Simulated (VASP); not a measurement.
# ZrB (Fm-3m) in VASP: settings compared

Aim: see how the results for ZrB move with the level of theory and the settings. Levels: PBEsol-based screened hybrid with 25 % exact exchange, r2SCANh, HF. Tasks: single point.

All numbers are computed with VASP 6.6.1; they aren't measurements. Logs are shortened: lines on timing, memory, paths and dates and some standing lists are left out, and cuts for length are marked.

## Step 1: The cell of the first run

Symmetry: Fm-3m, No. 225, cubic system. Conventional cell: a = 4.650 Å, b = 4.650 Å, c = 4.650 Å, α = 90.00°, β = 90.00°, γ = 90.00°. Within 3.1 Å of Zr (site symmetry m-3m) lie 6 B at 2.33 Å. Within 3.1 Å of B (site symmetry m-3m) lie 6 Zr at 2.33 Å.

## Step 2: Single point, PBEsol-based screened hybrid with 25 % exact exchange

Input file POSCAR:

```
ZrB
1.0
    0.0000000000      2.3250000000      2.3250000000
    2.3250000000      0.0000000000      2.3250000000
    2.3250000000      2.3250000000      0.0000000000
Zr B
1 1
Direct
    0.0000000000      0.0000000000      0.0000000000
    0.5000000000      0.5000000000      0.5000000000
```

Input file INCAR.step1:

```
SYSTEM = ZrB
PREC = Accurate
ENCUT = 520
EDIFF = 1E-5
ISMEAR = -1
SIGMA = 0.05
LREAL = .False.
LASPH = .True.
NELM = 80
ALGO = Normal
ISIF = 2
LWAVE = .True.
LCHARG = .False.
GGA = PE
NBANDS = 14
```

Input file INCAR.step2:

```
SYSTEM = ZrB
PREC = Accurate
ENCUT = 520
EDIFF = 1E-6
ISMEAR = -1
SIGMA = 0.05
LREAL = .False.
LASPH = .True.
NELM = 80
ALGO = Normal
ISIF = 2
LWAVE = .False.
LCHARG = .False.
GGA = PS
LHFCALC = .True.
AEXX = 0.25
HFSCREEN = 0.207
PRECFOCK = Normal
ISTART = 1
NBANDS = 14
```

Input file KPOINTS:

```
regular mesh
0
Gamma
  5 5 5
  0 0 0
```

Potentials or basis: VASP PAW PBE potentials, release 64 (Zr_sv, B).

Run with:

```bash
$ cat potpaw_PBE.64/Zr_sv/POTCAR potpaw_PBE.64/B/POTCAR > POTCAR
$ cp INCAR.step1 INCAR
$ mpirun -np 1 vasp_std > vasp.out
$ cp INCAR.step2 INCAR
$ mpirun -np 1 vasp_std > vasp.out
```

OUTCAR:

```text
SYSTEM = ZrB
   PREC = Accurate
   ENCUT = 520
   EDIFF = 1E-6
   ISMEAR = -1
   LREAL = .False.
   LASPH = .True.
   NELM = 80
   ISIF = 2
   GGA = PS
   LHFCALC = .True.
   AEXX = 0.25
   HFSCREEN = 0.207
   PRECFOCK = Normal
   ISTART = 1

 ion  position               nearest neighbor table
   1  0.000  0.000  0.000-   2 2.33   2 2.33   2 2.33   2 2.33   2 2.33   2 2.33
   2  0.500  0.500  0.500-   1 2.33   1 2.33   1 2.33   1 2.33   1 2.33   1 2.33

  LATTYP: Found a face centered cubic cell.
 ALAT       =     4.6500000000

  Lattice vectors:

 A1 = (   0.0000000000,   2.3250000000,   2.3250000000)
 A2 = (   2.3250000000,   0.0000000000,   2.3250000000)
 A3 = (   2.3250000000,   2.3250000000,   0.0000000000)

Analysis of symmetry for initial positions (statically):
=====================================================================
 Subroutine PRICEL returns:
 Original cell was already a primitive cell.

 Routine SETGRP: Setting up the symmetry group for a
 face centered cubic supercell.

 Subroutine GETGRP returns: Found 48 space group operations
 (whereof 48 operations were pure point group operations)
 out of a pool of 48 trial point group operations.

The static configuration has the point symmetry O_h .

Analysis of symmetry for dynamics (positions and initial velocities):
=====================================================================
 Subroutine PRICEL returns:
 Original cell was already a primitive cell.

 Routine SETGRP: Setting up the symmetry group for a
 face centered cubic supercell.

 Subroutine GETGRP returns: Found 48 space group operations
 (whereof 48 operations were pure point group operations)
 out of a pool of 48 trial point group operations.

The dynamic configuration has the point symmetry O_h .

 Subroutine INISYM returns: Found 48 space group operations
 (whereof 48 operations are pure point group operations),
 and found     1 'primitive' translations

----------------------------------------------------------------------------------------

                                     Primitive cell

  volume of cell :      25.1362

  direct lattice vectors                    reciprocal lattice vectors
     0.000000000  2.325000000  2.325000000    -0.215053763  0.215053763  0.215053763
     2.325000000  0.000000000  2.325000000     0.215053763 -0.215053763  0.215053763
     2.325000000  2.325000000  0.000000000     0.215053763  0.215053763 -0.215053763

  length of vectors
     3.288046533  3.288046533  3.288046533     0.372484045  0.372484045  0.372484045

  position of ions in fractional coordinates (direct lattice)
     0.000000000  0.000000000  0.000000000
     0.500000000  0.500000000  0.500000000

  ion indices of the primitive-cell ions
   primitive index   ion index
                 1           1
                 2           2

----------------------------------------------------------------------------------------

 KPOINTS: regular mesh

Automatic generation of k-mesh.
 Grid dimensions read from file:
 generate k-points for:    5    5    5

 Generating k-lattice:

  Cartesian coordinates                     Fractional coordinates (reciprocal lattice)
    -0.043010753  0.043010753  0.043010753     0.200000000  0.000000000  0.000000000
     0.043010753 -0.043010753  0.043010753     0.000000000  0.200000000  0.000000000
     0.043010753  0.043010753 -0.043010753     0.000000000  0.000000000  0.200000000

  Length of vectors
     0.074496809  0.074496809  0.074496809

  Shift w.r.t. Gamma in fractional coordinates (k-lattice)
     0.000000000  0.000000000  0.000000000

 Subroutine IBZKPT returns following result:
 ===========================================

 Found     10 irreducible k-points:

 Following reciprocal coordinates:
            Coordinates               Weight
  0.000000  0.000000  0.000000      1.000000
  0.200000  0.000000  0.000000      8.000000
  0.400000  0.000000  0.000000      8.000000
  0.200000  0.200000  0.000000      6.000000
  0.400000  0.200000  0.000000     24.000000
 -0.400000  0.200000  0.000000     24.000000
 -0.200000  0.200000  0.000000     12.000000
  0.400000  0.400000  0.000000      6.000000
 -0.400000  0.400000  0.000000     12.000000
 -0.400000  0.400000  0.200000     24.000000
   k-points           NKPTS =     10   k-points in BZ     NKDIM =    125   number of bands    NBANDS=     14
   number of dos      NEDOS =    301   number of ions     NIONS =      2
   total plane-waves  NPLWV =  13824
   dimension x,y,z NGX =    24 NGY =   24 NGZ =   24
   dimension x,y,z NGXF=    48 NGYF=   48 NGZF=   48
   ions per type =               1   1
   NGX,Y,Z   is equivalent  to a cutoff of  12.13, 12.13, 12.13 a.u.
   NGXF,Y,Z  is equivalent  to a cutoff of  24.27, 24.27, 24.27 a.u.
 SYSTEM =  ZrB
   PREC   = accura    normal or accurate (medium, high low for compatibility)
   ISTART =      1    job   : 0-new  1-cont  2-samecut
   ICHARG =      0    charge: 1-file 2-atom 10-const
   ISPIN  =      1    spin polarized calculation?
   LNONCOLLINEAR =      F non collinear calculations
   LSORBIT =      F    spin-orbit coupling
   LASPH  =      T    aspherical Exc in radial PAW
   ENCUT  =  520.0 eV  38.22 Ry    6.18 a.u.   6.11  6.11  6.11*2*pi/ulx,y,z
   NELM   =     80;   NELMIN=  2; NELMDL=  0     # of ELM steps
   EDIFF  = 0.1E-05   stopping-criterion for ELM
   LREAL  =      F    real-space projection
   EDIFFG = 0.1E-04   stopping-criterion for IOM
   NSW    =      0    number of steps for IOM
   IBRION =     -1    ionic relax: 0-MD 1-quasi-New 2-CG
   NFREE  =      0    steps in history (QN), initial steepest desc. (CG)
   ISIF   =      2    stress and relaxation
   ISYM   =      3    0-nonsym 1-usesym 2-fastsym
   POTIM  = 0.5000    time-step for ionic-motion
   TEBEG  =    0.0;   TEEND  =   0.0 temperature during run
   PSTRESS=    0.0 pullay stress
   NELECT =      15.0000    total number of electrons
   NUPDOWN=      -1.0000    fix difference up-down
   EMIN   =  10.00;   EMAX   =-10.00  energy-range for DOS
   EFERMI =   0.00;   METHOD = LEGACY
   ISMEAR =    -1;   SIGMA  =   0.05  broadening in eV -4-tet -1-fermi 0-gaus
   EFERMI_NEDOS =   21; number of points for ismear=-14 and -15
   IALGO  =     38    algorithm
   IMIX   =      1    mixing-type and parameters
     AMIX     =   0.40;   BMIX     =  1.00
     AMIX_MAG =   1.60;   BMIX_MAG =  1.00
  volume/ion in A,a.u.               =      12.57        84.81
  Fermi-wavevector in a.u.,A,eV,Ry     =   1.378285  2.604581 25.846565  1.899669
  Thomas-Fermi vector in A             =   2.503360
   LORBIT       =      0    0 simple, 1 ext, 2 COOP (PROOUT), +10 PAW based schemes
   GGA     = PS    functional components
   LHFCALC =     T    Hartree Fock is set to
   PRECFOCK=normal    Normal, Fast or Accurate (Low or Medium for compatibility)
   ENCUT4O =  -1.0   cutoff for four orbital integrals eV
   NKREDX  =     1    reduce k-point grid by
   NKREDY  =     1    reduce k-point grid by
   NKREDZ  =     1    reduce k-point grid by
   AEXX    =    0.2500 exact exchange contribution
   HFSCREEN=    0.2070 screening length (either q_TF or 0.3 A-1)
   HFSCREENC=   0.2070 screening length for correlation (either q_TF or 0.3 A-1)
   ENCUTFOCK=  -1.0 apply spherical cutoff to Coloumb kernel
   IVDW    =     0    specifies the selected vdW correction
   LEPSILON=     F    determine dielectric tensor
   LRPA    =     F    only Hartree local field effects (RPA)
 non-spin polarized calculation
  energy-cutoff  :      520.00
  volume of cell :       25.14
 maximum number of plane-waves:       687
  NGX = 20; NGY = 20; NGZ = 20

 number of electron      15.0000000 magnetization

 Free energy of the ion-electron system (eV)
  ---------------------------------------------------
  ext. energy  EPLUGINS =         0.00000000
  ---------------------------------------------------
  free energy    TOTEN  =       -18.35094974 eV

  energy without entropy =      -18.33761062  energy(sigma->0) =      -18.34428018

 E-fermi :   9.0347     XC(G=0): -10.0742

 val. band max:        8.6083315714   @ k =   0.2000   0.0000   0.0000
 cond. band min:       9.0475513833   @ k =   0.4000   0.2000   0.0000
 fundamental gap:      0.4392198119
 Fermi energy:         9.0347465623

 k-point     1 :       0.0000    0.0000    0.0000
  band No.  band energies     occupation
      1     -41.3948      2.00000
      2     -17.7418      2.00000
      3     -17.7418      2.00000
      4     -17.7418      2.00000
      5      -0.9488      2.00000
      6      11.2762      0.00000
      7      11.2762      0.00000
      8      11.2762      0.00000
      9      13.0899      0.00000
     10      13.0900      0.00000
     11      13.2007      0.00000
     12      13.2007      0.00000
     13      13.2007      0.00000
     14      20.6573      0.00000

 k-point     2 :       0.2000    0.0000    0.0000
  band No.  band energies     occupation
      1     -41.3481      2.00000
      2     -18.1379      2.00000
      3     -17.7739      2.00000
      4     -17.7739      2.00000
      5       0.2021      2.00000
      6       8.6083      1.99960
      7       9.3490      0.00372
      8       9.3490      0.00372
      9      12.5592      0.00000
     10      12.5592      0.00000
     11      14.1496      0.00000
     12      17.8108      0.00000
     13      17.8108      0.00000
     14      22.9744      0.00000
[... 105 lines left out ...]
      1     -41.2136      2.00000
      2     -18.6079      2.00000
      3     -18.2812      2.00000
      4     -18.0427      2.00000
      5       1.8254      2.00000
      6       7.0259      2.00000
      7       7.7499      2.00000
      8       9.6627      0.00001
      9      12.0874      0.00000
     10      16.1328      0.00000
     11      17.0586      0.00000
     12      17.9815      0.00000
     13      20.1148      0.00000
     14      24.8083      0.00000

 k-point    10 :      -0.4000    0.4000    0.2000
  band No.  band energies     occupation
      1     -41.2236      2.00000
      2     -18.5375      2.00000
      3     -18.2812      2.00000
      4     -18.0323      2.00000
      5       2.4029      2.00000
      6       6.5083      2.00000
      7       7.4326      2.00000
      8       8.3496      2.00000
      9      13.6457      0.00000
     10      15.5589      0.00000
     11      17.0248      0.00000
     12      17.9884      0.00000
     13      21.0336      0.00000
     14      24.0958      0.00000

------------------------ aborting loop because EDIFF is reached ----------------------------------------

  FORCE on cell =-STRESS in cart. coord.  units (eV):
  Direction    XX          YY          ZZ          XY          YZ          ZX
  --------------------------------------------------------------------------------------
  -------------------------------------------------------------------------------------
  Total        4.9323411      4.9323411      4.9323411     -0.0000000     -0.0000000     -0.0000000
  in kB      314.3871706    314.3871706    314.3871706     -0.0000000     -0.0000000     -0.0000000
  external PRESSURE =     314.3871706 kB  Pullay stress =       0.0000000 kB

 VOLUME and BASIS-vectors are now :
 -----------------------------------------------------------------------------
  energy-cutoff  :      520.00
  volume of cell :       25.14
      direct lattice vectors                 reciprocal lattice vectors
     0.000000000  2.325000000  2.325000000    -0.215053763  0.215053763  0.215053763
     2.325000000  0.000000000  2.325000000     0.215053763 -0.215053763  0.215053763
     2.325000000  2.325000000  0.000000000     0.215053763  0.215053763 -0.215053763

 POSITION                                       TOTAL-FORCE (eV/Angst)
 -----------------------------------------------------------------------------------
      0.00000      0.00000      0.00000         0.000000      0.000000      0.000000
      2.32500      2.32500      2.32500         0.000000     -0.000000      0.000000
 -----------------------------------------------------------------------------------
    total drift:                               -0.000000     -0.000000     -0.000000

  FREE ENERGIE OF THE ION-ELECTRON SYSTEM (eV)
  ---------------------------------------------------
  free  energy   TOTEN  =       -18.3509497428 eV

  energy  without entropy=      -18.3376106189  energy(sigma->0) =      -18.34428018
```

Wall time 30 min (1 thread of Intel Xeon 8259CL, shared host); peak memory 0.25 GiB.

What came out:

| Quantity | Value |
| --- | --- |
| Free energy | -18.3509 eV |
| Pressure | 31.4 GPa |
| Band gap on the k mesh | zero (an odd number of electrons rules out a gap without spin polarisation) |

Levels at points of the mesh, in eV from the Fermi level:
```csv
k point,band 4,band 5,band 6,band 7,band 8,band 9,band 10,band 11
"(0.00, 0.00, 0.00)",-26.78,-9.98,2.24,2.24,2.24,4.06,4.06,4.17
```

Caveat: the k points lie up to 0.47 Å⁻¹ apart, too coarse for converged energies and pressures of a metal; the PAW data sets were made with another functional, which shifts forces and pressure a little.

## Step 3: Single point, r2SCANh

POSCAR is that of step 2.

Input file INCAR.step1:

```
SYSTEM = ZrB
  PREC = Accurate
  ENCUT = 520
  EDIFF = 1E-5
  ISMEAR = -1
  SIGMA = 0.05
  LREAL = .FALSE.
  LASPH = .TRUE.
  NELM = 100
  ALGO = Normal
  ISIF = 2
  LWAVE = .TRUE.
  LCHARG = .FALSE.
  GGA = PE
  NBANDS = 14
```

Input file INCAR.step2:

```
SYSTEM = ZrB
  PREC = Accurate
  ENCUT = 520
  EDIFF = 1E-6
  ISMEAR = -1
  SIGMA = 0.05
  LREAL = .FALSE.
  LASPH = .TRUE.
  NELM = 100
  ALGO = Normal
  ISIF = 2
  LWAVE = .FALSE.
  LCHARG = .FALSE.
  METAGGA = R2SCAN
  LHFCALC = .TRUE.
  AEXX = 0.1
  LMIXTAU = .TRUE.
  PRECFOCK = Normal
  ISTART = 1
  NBANDS = 14
```

Input file KPOINTS:

```
Automatic mesh
0
G
  5 5 5
  0 0 0
```

Potentials or basis: VASP PAW PBE potentials, release 64 (Zr_sv, B).

Run with:

```bash
$ cat potpaw_PBE.64/Zr_sv/POTCAR potpaw_PBE.64/B/POTCAR > POTCAR
$ cp INCAR.step1 INCAR
$ mpirun -np 1 vasp_std > vasp.out
$ cp INCAR.step2 INCAR
$ mpirun -np 1 vasp_std > vasp.out
```

It took 29 min on 1 thread of Intel Xeon 8259CL, shared host; peak memory 0.16 GiB.

Results (log left out):

* Free energy: -30.4410 eV
* Pressure: 37.1 GPa
* Band gap on the k mesh: zero (an odd number of electrons rules out a gap without spin polarisation)

Levels at points of the mesh, in eV from the Fermi level:
```tsv
k point	band 4	band 5	band 6	band 7	band 8	band 9	band 10	band 11
(0.00, 0.00, 0.00)	-26.53	-9.80	2.30	2.30	2.30	4.02	4.02	4.14
```

Caveat: the k points lie up to 0.47 Å⁻¹ apart, too coarse for converged energies and pressures of a metal; the PAW data sets were made with another functional, which shifts forces and pressure a little.

## Step 4: Single point, HF

POSCAR is that of step 3.

Input file INCAR.step1:

```
  PREC = Accurate
  ENCUT = 520
  EDIFF = 1E-5
  ISMEAR = -1
  SIGMA = 0.05
  LREAL = F
  LASPH = T
  NELM = 60
  ALGO = Normal
  ISIF = 2
  LWAVE = T
  LCHARG = F
  GGA = PE
  NBANDS = 14
```

Input file INCAR.step2:

```
  PREC = Accurate
  ENCUT = 520
  EDIFF = 1E-6
  ISMEAR = -1
  SIGMA = 0.05
  LREAL = F
  LASPH = T
  NELM = 60
  ALGO = Normal
  ISIF = 2
  LWAVE = F
  LCHARG = F
  GGA = PE
  LHFCALC = T
  AEXX = 1.0
  ALDAC = 0.0
  AGGAC = 0.0
  PRECFOCK = Normal
  ISTART = 1
  NBANDS = 14
```

Input file KPOINTS:

```
Automatic mesh
0
Gamma
  5 5 5
```

Run with:

```bash
$ cat potpaw_PBE.64/Zr_sv/POTCAR potpaw_PBE.64/B/POTCAR > POTCAR
$ cp INCAR.step1 INCAR
$ mpirun -np 1 vasp_std > vasp.out
$ cp INCAR.step2 INCAR
$ mpirun -np 1 vasp_std > vasp.out
```

It took 33 min on 1 thread of Intel Xeon 8259CL, shared host; peak memory 0.16 GiB.

The run converged. Its results:

* Free energy: -25.3719 eV
* Pressure: 52.4 GPa
* Band gap on the k mesh: zero (an odd number of electrons rules out a gap without spin polarisation)

Levels at points of the mesh, in eV from the Fermi level:
```csv
k point,band 5,band 6,band 7,band 8,band 9,band 10
"(0.00, 0.00, 0.00)",-16.31,5.66,5.66,5.66,6.89,6.89
```

Caveat: the k points lie up to 0.47 Å⁻¹ apart, too coarse for converged energies and pressures of a metal; the PAW data sets were made with another functional, which shifts forces and pressure a little.

## Step 5: Single point, PBEsol-based screened hybrid with 25 % exact exchange

This run uses another cell than the first one, of 14.40 Å³/atom.

Input file POSCAR:

```
ZrB
1.0
    0.0000000000      2.4330568886      2.4330568886
    2.4330568886      0.0000000000      2.4330568886
    2.4330568886      2.4330568886      0.0000000000
Zr B
1 1
Direct
    0.0000000000      0.0000000000      0.0000000000
    0.5000000000      0.5000000000      0.5000000000
```

Input file INCAR.step1:

```
SYSTEM = ZrB
PREC = Accurate ; ENCUT = 520
EDIFF = 1E-5 ; ISMEAR = -1
SIGMA = 0.05 ; LREAL = .FALSE.
LASPH = .TRUE. ; NELM = 80
ALGO = Normal ; ISIF = 2
LWAVE = .TRUE. ; NBANDS = 14
GGA = PE
```

Input file INCAR.step2:

```
SYSTEM = ZrB
PREC = Accurate ; ENCUT = 520
EDIFF = 1E-7 ; ISMEAR = -1
SIGMA = 0.05 ; LREAL = .FALSE.
LASPH = .TRUE. ; NELM = 80
ALGO = Normal ; ISIF = 2
LWAVE = .FALSE. ; LCHARG = .TRUE.
GGA = PS ; LHFCALC = .TRUE.
AEXX = 0.25 ; HFSCREEN = 0.207
PRECFOCK = Normal ; LELF = .TRUE.
LVHAR = .TRUE. ; NBANDS = 14
ISTART = 1
```

Input file KPOINTS:

```
Automatic mesh
0
G
  5 5 5
  0 0 0
```

Run with:

```bash
$ cat potpaw_PBE.64/Zr_sv/POTCAR potpaw_PBE.64/B/POTCAR > POTCAR
$ cp INCAR.step1 INCAR
$ mpirun -np 1 vasp_std > vasp.out
$ cp INCAR.step2 INCAR
$ mpirun -np 1 vasp_std > vasp.out
```

Wall time 29 min (1 thread of Intel Xeon 8259CL, shared host); peak memory 0.27 GiB.

It converged, with:

- Free energy: -18.6777 eV
- Pressure: 0.1 GPa
- Band gap on the k mesh: zero (an odd number of electrons rules out a gap without spin polarisation)

Levels at points of the mesh, in eV from the Fermi level:
| k point | band 3 | band 4 | band 5 | band 6 | band 7 | band 8 | band 9 | band 10 | band 11 | band 12 |
| --- | --- | --- | --- | --- | --- | --- | --- | --- | --- | --- |
| (0.00, 0.00, 0.00) | -27.45 | -27.45 | -9.66 | 2.11 | 2.11 | 2.11 | 3.57 | 3.57 | 3.82 | 3.82 |

Caveat: the k points lie up to 0.45 Å⁻¹ apart, too coarse for converged energies and pressures of a metal; the PAW data sets were made with another functional, which shifts forces and pressure a little.

## Step 6: Summary

| level | cell | share of exact exchange | screening parameter | gap on the mesh (eV) | pressure (GPa) |
| --- | --- | --- | --- | --- | --- |
| PBEsol-based screened hybrid with 25 % exact exchange | a = 3.288 Å, angles 60.0°, 2 atoms | 0.25 | 0.207 1/Å | none | 31.4 |
| r2SCANh | a = 3.288 Å, angles 60.0°, 2 atoms | 0.1 | - | none | 37.1 |
| HF | a = 3.288 Å, angles 60.0°, 2 atoms | 1 | - | none | 52.4 |
| PBEsol-based screened hybrid with 25 % exact exchange | a = 3.441 Å, angles 60.0°, 2 atoms | 0.25 | 0.207 1/Å | none | 0.1 |

Alike in all rows: task single point; potentials or basis VASP PAW PBE potentials, release 64 (Zr_sv, B); no spin polarisation; k mesh 5 × 5 × 5; cutoff (eV) 520; smearing fermi-dirac 0.05 eV.

Caveats: all runs use coarse meshes; the PAW data sets were made with another functional, which shifts forces and pressure a little.

Absolute energies hang on the potentials; compare differences alone.

The gap in the log of VASP goes by the Fermi energy; the results here count the filled bands.